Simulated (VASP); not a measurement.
# TaN in VASP: further runs

The runs below take TaN through single point, with PBEsol.

All numbers are computed with VASP 6.6.1; they aren't measurements. Logs are shortened: lines on timing, memory, paths and dates and some standing lists are left out, and cuts for length are marked.

### Step 1. The cell of the first run

The typed cell holds 2 atoms: a = 2.973 Å, b = 2.973 Å, c = 3.184 Å, α = 90.00°, β = 62.10°, γ = 120.00°.

### Step 2. Single point, PBEsol

INCAR reads:

```
PREC = Accurate ; ENCUT = 520
EDIFF = 1E-6 ; ISMEAR = 0
SIGMA = 0.1 ; LREAL = F
LASPH = T ; NELM = 60
ALGO = Normal ; ISIF = 2
LWAVE = F ; LCHARG = F
GGA = PS ; NBANDS = 15
```

KPOINTS reads:

```
regular mesh
0
Gamma
  12 12 13
```

POSCAR reads:

```
TaN
1.0
    2.9726295061     -0.0000003124      0.0017935839
   -1.4863150236      2.5743731369      0.0000000000
    1.4879139832      0.8590475387      2.6801719065
Ta N
1 1
Direct
    0.0000000000      0.0000000000      0.0000000000
    0.0000000000      0.5000000000      0.5000000000
```

Potentials or basis: VASP PAW PBE potentials, release 64 (Ta_pv, N).

The run is started by

```sh
$ cat potpaw_PBE.64/Ta_pv/POTCAR potpaw_PBE.64/N/POTCAR > POTCAR
$ mpirun -np 1 vasp_std > vasp.out
```

OUTCAR:

```text
PREC = Accurate
   ENCUT = 520
   EDIFF = 1E-6
   ISMEAR = 0
   LREAL = F
   LASPH = T
   NELM = 60
   ISIF = 2
   GGA = PS

 ion  position               nearest neighbor table
   1  0.000  0.000  0.000-   2 2.18   2 2.18   2 2.18   2 2.18   2 2.18   2 2.18
   2  0.000  0.500  0.500-   1 2.18   1 2.18   1 2.18   1 2.18   1 2.18   1 2.18

  LATTYP: Found a base centered monoclinic cell.
 ALAT       =     5.1487462738
 B/A-ratio  =     0.5773502692
 C/A-ratio  =     0.6183211102
 COS(beta)  =    -0.5402605742

  Lattice vectors:

 A1 = (  -2.9726295061,   0.0000003124,  -0.0017935839)
 A2 = (  -1.4863144825,  -2.5743728245,  -0.0017935839)
 A3 = (   1.4879139832,   0.8590475387,   2.6801719065)

Analysis of symmetry for initial positions (statically):
=====================================================================
 Subroutine PRICEL returns:
 Original cell was already a primitive cell.

 Routine SETGRP: Setting up the symmetry group for a
 base centered monoclinic supercell.

 Subroutine GETGRP returns: Found  4 space group operations
 (whereof  4 operations were pure point group operations)
 out of a pool of  4 trial point group operations.

The static configuration has the point symmetry C_2h.

Analysis of symmetry for dynamics (positions and initial velocities):
=====================================================================
 Subroutine PRICEL returns:
 Original cell was already a primitive cell.

 Routine SETGRP: Setting up the symmetry group for a
 base centered monoclinic supercell.

 Subroutine GETGRP returns: Found  4 space group operations
 (whereof  4 operations were pure point group operations)
 out of a pool of  4 trial point group operations.

The dynamic configuration has the point symmetry C_2h.

 Subroutine INISYM returns: Found  4 space group operations
 (whereof  4 operations are pure point group operations),
 and found     1 'primitive' translations

----------------------------------------------------------------------------------------

                                     Primitive cell

  volume of cell :      20.5013

  direct lattice vectors                    reciprocal lattice vectors
     2.972629506 -0.000000312  0.001793584     0.336552831  0.194308868 -0.249119177
    -1.486315024  2.574373137  0.000000000     0.000075196  0.388487493 -0.124559588
     1.487913983  0.859047539  2.680171907    -0.000225223 -0.000130032  0.373277107

  length of vectors
     2.972630047  2.972630047  3.183578512     0.461610343  0.407967681  0.373277198

  position of ions in fractional coordinates (direct lattice)
     0.000000000  0.000000000  0.000000000
     1.000000000  0.500000000  0.500000000

  ion indices of the primitive-cell ions
   primitive index   ion index
                 1           1
                 2           2

----------------------------------------------------------------------------------------

 KPOINTS: regular mesh

Automatic generation of k-mesh.
 Grid dimensions read from file:
 generate k-points for:   12   12   13

 Generating k-lattice:

  Cartesian coordinates                     Fractional coordinates (reciprocal lattice)
     0.028046069  0.016192406 -0.020759931     0.083333333  0.000000000 -0.000000000
     0.000006266  0.032373958 -0.010379966    -0.000000000  0.083333333  0.000000000
    -0.000017325 -0.000010002  0.028713624    -0.000000000  0.000000000  0.076923077

  Length of vectors
     0.038467529  0.033997307  0.028713631

  Shift w.r.t. Gamma in fractional coordinates (k-lattice)
     0.000000000  0.000000000  0.000000000

 Subroutine IBZKPT returns following result:
 ===========================================

 Found    511 irreducible k-points:

 Following reciprocal coordinates:
            Coordinates               Weight
  0.000000  0.000000  0.000000      1.000000
  0.083333  0.000000  0.000000      2.000000
  0.166667  0.000000 -0.000000      2.000000
  0.250000  0.000000 -0.000000      2.000000
  0.333333 -0.000000 -0.000000      2.000000
  0.416667  0.000000  0.000000      2.000000
[... 16 lines left out ...]
  0.166667  0.250000 -0.000000      4.000000
  0.250000  0.250000  0.000000      4.000000
 [... further k-points ...]
   k-points           NKPTS =    511   k-points in BZ     NKDIM =    511   number of bands    NBANDS=     15
   number of dos      NEDOS =    301   number of ions     NIONS =      2
   total plane-waves  NPLWV =  13824
   dimension x,y,z NGX =    24 NGY =   24 NGZ =   24
   dimension x,y,z NGXF=    48 NGYF=   48 NGZF=   48
   ions per type =               1   1
   NGX,Y,Z   is equivalent  to a cutoff of  13.42, 13.42, 12.53 a.u.
   NGXF,Y,Z  is equivalent  to a cutoff of  26.84, 26.84, 25.07 a.u.
 SYSTEM =  unknown system
   PREC   = accura    normal or accurate (medium, high low for compatibility)
   ISTART =      0    job   : 0-new  1-cont  2-samecut
   ICHARG =      2    charge: 1-file 2-atom 10-const
   ISPIN  =      1    spin polarized calculation?
   LNONCOLLINEAR =      F non collinear calculations
   LSORBIT =      F    spin-orbit coupling
   LASPH  =      T    aspherical Exc in radial PAW
   ENCUT  =  520.0 eV  38.22 Ry    6.18 a.u.   5.53  5.53  5.92*2*pi/ulx,y,z
   NELM   =     60;   NELMIN=  2; NELMDL= -5     # of ELM steps
   EDIFF  = 0.1E-05   stopping-criterion for ELM
   LREAL  =      F    real-space projection
   EDIFFG = 0.1E-04   stopping-criterion for IOM
   NSW    =      0    number of steps for IOM
   IBRION =     -1    ionic relax: 0-MD 1-quasi-New 2-CG
   NFREE  =      0    steps in history (QN), initial steepest desc. (CG)
   ISIF   =      2    stress and relaxation
   ISYM   =      2    0-nonsym 1-usesym 2-fastsym
   POTIM  = 0.5000    time-step for ionic-motion
   TEBEG  =    0.0;   TEEND  =   0.0 temperature during run
   PSTRESS=    0.0 pullay stress
   NELECT =      16.0000    total number of electrons
   NUPDOWN=      -1.0000    fix difference up-down
   EMIN   =  10.00;   EMAX   =-10.00  energy-range for DOS
   EFERMI =   0.00;   METHOD = LEGACY
   ISMEAR =     0;   SIGMA  =   0.10  broadening in eV -4-tet -1-fermi 0-gaus
   EFERMI_NEDOS =   21; number of points for ismear=-14 and -15
   IALGO  =     38    algorithm
   IMIX   =      4    mixing-type and parameters
     AMIX     =   0.40;   BMIX     =  1.00
     AMIX_MAG =   1.60;   BMIX_MAG =  1.00
  volume/ion in A,a.u.               =      10.25        69.17
  Fermi-wavevector in a.u.,A,eV,Ry     =   1.507259  2.848306 30.910116  2.271829
  Thomas-Fermi vector in A             =   2.617868
   LORBIT       =      0    0 simple, 1 ext, 2 COOP (PROOUT), +10 PAW based schemes
   GGA     = PS    functional components
   LHFCALC =     F    Hartree Fock is set to
   AEXX    =    0.0000 exact exchange contribution
   IVDW    =     0    specifies the selected vdW correction
   LEPSILON=     F    determine dielectric tensor
   LRPA    =     F    only Hartree local field effects (RPA)
 non-spin polarized calculation
 Gauss-broadening in eV      SIGMA  =   0.10
  energy-cutoff  :      520.00
  volume of cell :       20.50
 maximum number of plane-waves:       575
 NGX is ok and might be reduce to    24
   NGX = 11   NGY = 11   NGZ = 11

 number of electron      15.9999999 magnetization

 Free energy of the ion-electron system (eV)
  ---------------------------------------------------
  ext. energy  EPLUGINS =         0.00000000
  ---------------------------------------------------
  free energy    TOTEN  =       -23.14494172 eV

  energy without entropy =      -23.14131169  energy(sigma->0) =      -23.14312671

 E-fermi :   9.6852     XC(G=0): -13.7920

 val. band max:        9.6781250126   @ k =   0.5000   0.3333   0.0769
 cond. band min:       9.6872265487   @ k =  -0.1667  -0.0000   0.3846
 fundamental gap:      0.0091015362
 Fermi energy:         9.6852307813

 k-point     1 :       0.0000    0.0000    0.0000
  band No.  band energies     occupation
      1     -26.0264      2.00000
      2     -25.7671      2.00000
      3     -25.7654      2.00000
      4      -9.2929      2.00000
      5       5.5408      2.00000
      6       6.1852      2.00000
      7       6.1855      2.00000
      8       6.4009      2.00000
      9       7.9835      2.00000
     10       7.9867      2.00000
     11       9.9949      0.00001
     12      10.0074      0.00001
     13      11.9162      0.00000
     14      19.3097      0.00000
     15      22.2106      0.00000

 k-point     2 :       0.0833    0.0000    0.0000
  band No.  band energies     occupation
      1     -26.0530      2.00000
      2     -25.8351      2.00000
      3     -25.7867      2.00000
      4      -9.0549      2.00000
      5       4.3930      2.00000
      6       5.3096      2.00000
      7       5.7897      2.00000
      8       6.8708      2.00000
      9       8.1331      2.00000
     10       8.7101      2.00000
     11      10.1449      0.00000
     12      11.0191      0.00000
     13      12.8444      0.00000
     14      20.0486      0.00000
     15      22.2102      0.00000

 k-point     3 :       0.1667    0.0000   -0.0000
  band No.  band energies     occupation
      1     -26.1433      2.00000
      2     -25.9920      2.00000
      3     -25.8445      2.00000
      4      -8.4703      2.00000
      5       2.5374      2.00000
      6       4.7271      2.00000
      7       5.3203      2.00000
      8       6.3529      2.00000
      9       9.3544      2.00000
     10       9.9757      0.00004
     11      10.6734      0.00000
     12      11.8106      0.00000
     13      15.4645      0.00000
     14      21.9707      0.00000
     15      22.2096      0.00000

 k-point     4 :       0.2500    0.0000   -0.0000
  band No.  band energies     occupation
      1     -26.3286      2.00000
      2     -26.1206      2.00000
      3     -25.9230      2.00000
      4      -7.9069      2.00000
      5       1.4867      2.00000
      6       4.5222      2.00000
      7       5.1257      2.00000
      8       5.4797      2.00000
      9      10.8057      0.00000
     10      10.9524      0.00000
     11      11.8623      0.00000
     12      12.5975      0.00000
     13      17.7822      0.00000
     14      22.2014      0.00000
     15      24.4813      0.00000
[... 307 lines left out ...]
 k-point    22 :       0.0833    0.2500    0.0000
  band No.  band energies     occupation
      1     -26.5196      2.00000
      2     -26.0657      2.00000
      3     -25.8997      2.00000
      4      -7.2523      2.00000
      5       1.0674      2.00000
      6       2.4111      2.00000
      7       3.1978      2.00000
      8       8.6620      2.00000
      9       9.7907      0.13598
     10      11.2609      0.00000
     11      14.2784      0.00000
     12      14.8833      0.00000
     13      16.6304      0.00000
     14      22.1523      0.00000
     15      22.6316      0.00000

 k-point    23 :       0.1667    0.2500   -0.0000
  band No.  band energies     occupation
      1     -26.6227      2.00000
      2     -26.1177      2.00000
      3     -26.0215      2.00000
      4      -6.9324      2.00000
      5       0.6826      2.00000
      6       2.3969      2.00000
      7       3.0447      2.00000
      8       8.1947      2.00000
      9      10.8752      0.00000
     10      12.8881      0.00000
     11      14.5920      0.00000
     12      15.0483      0.00000
     13      18.0255      0.00000
     14      21.2962      0.00000
     15      22.2535      0.00000

 k-point    24 :       0.2500    0.2500    0.0000
  band No.  band energies     occupation
      1     -26.6409      2.00000
      2     -26.1953      2.00000
      3     -26.1570      2.00000
      4      -7.0292      2.00000
      5       1.2133      2.00000
      6       2.6562      2.00000
      7       3.0172      2.00000
      8       7.8789      2.00000
      9      11.4112      0.00000
     10      13.2250      0.00000
     11      14.8921      0.00000
     12      15.5027      0.00000
     13      18.5246      0.00000
     14      20.1703      0.00000
     15      22.2345      0.00000

 [... further k-points ...]

------------------------ aborting loop because EDIFF is reached ----------------------------------------

  FORCE on cell =-STRESS in cart. coord.  units (eV):
  Direction    XX          YY          ZZ          XY          YZ          ZX
  --------------------------------------------------------------------------------------
  -------------------------------------------------------------------------------------
  Total        1.7731703      1.7506928      0.1638349      0.0194661      0.0010726      0.0018579
  in kB      138.5734849    136.8168649     12.8037158      1.5212775      0.0838254      0.1451918
  external PRESSURE =      96.0646885 kB  Pullay stress =       0.0000000 kB

 VOLUME and BASIS-vectors are now :
 -----------------------------------------------------------------------------
  energy-cutoff  :      520.00
  volume of cell :       20.50
      direct lattice vectors                 reciprocal lattice vectors
     2.972629506 -0.000000312  0.001793584     0.336552831  0.194308868 -0.249119177
    -1.486315024  2.574373137  0.000000000     0.000075196  0.388487493 -0.124559588
     1.487913983  0.859047539  2.680171907    -0.000225223 -0.000130032  0.373277107

 POSITION                                       TOTAL-FORCE (eV/Angst)
 -----------------------------------------------------------------------------------
      0.00000      0.00000      0.00000        -0.000000     -0.000000      0.000000
      0.00080      1.71671      1.34009         0.000000      0.000000      0.000000
 -----------------------------------------------------------------------------------
    total drift:                               -0.000000      0.000000      0.000000

  FREE ENERGIE OF THE ION-ELECTRON SYSTEM (eV)
  ---------------------------------------------------
  free  energy   TOTEN  =       -23.1449417246 eV

  energy  without entropy=      -23.1413116860  energy(sigma->0) =      -23.14312671
```

It took 2.2 min on 1 thread of AMD EPYC 7R13, shared host; peak memory 0.24 GiB.

Results:

```
Free energy            : -23.1449 eV
Pressure               : 9.6 GPa
Band gap on the k mesh : zero (bands 8 and 9 overlap by 3.15 eV)
```

Stress tensor (GPa, compression positive):
```
13.86  0.15  0.01
 0.15 13.68  0.01
 0.01  0.01  1.28
```

Caveat: the cell stands under pressure; the PAW data sets were made with another functional, which shifts forces and pressure a little; spin-orbit coupling is left out, which moves the levels of the heavy elements.

(Part 1 of 3 ends here.)
